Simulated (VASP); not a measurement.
Write the native input for VASP 6.6.1 that does the following.

```
Task                   : single point
Functional             : PBE
Dispersion             : D3(BJ)
Potentials or basis    : VASP PAW PBE potentials, release 64 (Cu, O, H)
Cutoff                 : 520 eV
k mesh                 : 2 × 2 × 1
Occupations            : methfessel-paxton, width 0.1 eV
Spin                   : no spin polarisation
Dipole correction      : no
Further INCAR settings : ALGO = Normal; EDIFF = 1e-06; NBANDS = 107; NELMDL = -8
```

The structure of Cu16H2O lies in POSCAR:

```
Cu16H2O
1.0
    5.1053109602      0.0000000000      0.0000000000
    0.0000000000      5.1053109602      0.0000000000
    0.0000000000      0.0000000000     21.9150000000
Cu O H
16 1 2
Direct
    0.2500000000      0.2500000000      0.1140771200
    0.7500000000      0.2500000000      0.1140771200
    0.2500000000      0.7500000000      0.1140771200
    0.7500000000      0.7500000000      0.1140771200
    0.0000000000      0.0000000000      0.1964407900
    0.5000000000      0.0000000000      0.1964407900
    0.0000000000      0.5000000000      0.1964407900
    0.5000000000      0.5000000000      0.1964407900
    0.2516686400      0.2484306500      0.2776918400
    0.7480513700      0.2485138400      0.2776554000
    0.2516575900      0.7516022300      0.2776867800
    0.7480447100      0.7515330400      0.2776494800
   -0.0019366700      0.0000160500      0.3555527700
    0.5031523200     -0.0000374600      0.3608570400
    0.0006468400      0.5000460300      0.3567169200
    0.5002486300      0.5000631500      0.3560585400
    0.4136425200      0.0015707000      0.4638406600
    0.2961937700      0.1527733700      0.4623040400
    0.2945036300      0.8516965600      0.4626305800
```

The input as run:

INCAR

```
SYSTEM = Cu16H2O
ALGO = Normal
EDIFF = 1E-6
ENCUT = 520
GGA = PE
GGA_COMPAT = .FALSE.
ISIF = 2
ISMEAR = 1
IVDW = 12
LASPH = .TRUE.
LCHARG = .FALSE.
LREAL = .FALSE.
LWAVE = .FALSE.
NBANDS = 107
NELM = 120
NELMDL = -8
PREC = Accurate
SIGMA = 0.1
```

KPOINTS

```
k-points
0
G
  2 2 1
  0 0 0
```

Potentials or basis: VASP PAW PBE potentials, release 64 (Cu, O, H).

The run is started by

```bash
$ cat potpaw_PBE.64/Cu/POTCAR potpaw_PBE.64/O/POTCAR potpaw_PBE.64/H/POTCAR > POTCAR
$ mpirun -np 1 vasp_std > vasp.out
```

It gave:

The largest force is 0.362 eV/Å. The band gap on the k mesh is zero (bands 92 and 93 overlap by 0.76 eV) and the dispersion energy per atom is -0.357 eV.

Caveat: the k points lie up to 0.62 Å⁻¹ apart, too coarse for converged energies and pressures of a metal; there is no dipole correction, which matters where the two faces differ.

Run time: 19 min on 1 thread of Oxide Virtual Turin-like Processor, on a shared host, peak memory 0.64 GiB.
